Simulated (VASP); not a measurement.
Si3Sn:

```xyz
4
Lattice="2.0239 1.1685 6.6337 -2.0239 1.1685 6.6337 0.0000 -2.3370 6.6337" Properties=species:S:1:pos:R:3 pbc="T T T"
Si    2.0239    1.1685    6.7557
Si    0.0000    0.0000    9.8149
Si    0.0000    0.0000    7.4697
Sn    0.0000    0.0000   17.4200
```

Program: VASP 6.6.1. Alike in all runs: task single point; cell as given; cutoff (eV) 520.

Order these runs on this cell by their pressure, lowest first.
A. level r2SCAN; potentials or basis VASP PAW PBE potentials, release 64 (Si, Sn_d); spin off; k mesh 6 × 6 × 6; smearing gaussian 0.01 eV
B. level LDA; potentials or basis VASP PAW LDA potentials, release 64 (Si, Sn_d); spin off; k mesh 6 × 6 × 6; smearing gaussian 0.01 eV
C. level PBE; potentials or basis VASP PAW PBE potentials, release 64 (Si, Sn_d); spin non-collinear, zero start, SOC; k mesh 4 × 4 × 4; smearing fermi-dirac 0.02 eV

B (-2.1 GPa), A (-0.2 GPa), C (1.5 GPa).

Caveats: some runs use coarse meshes; the PAW data sets were made with another functional, which shifts forces and pressure a little (some runs).
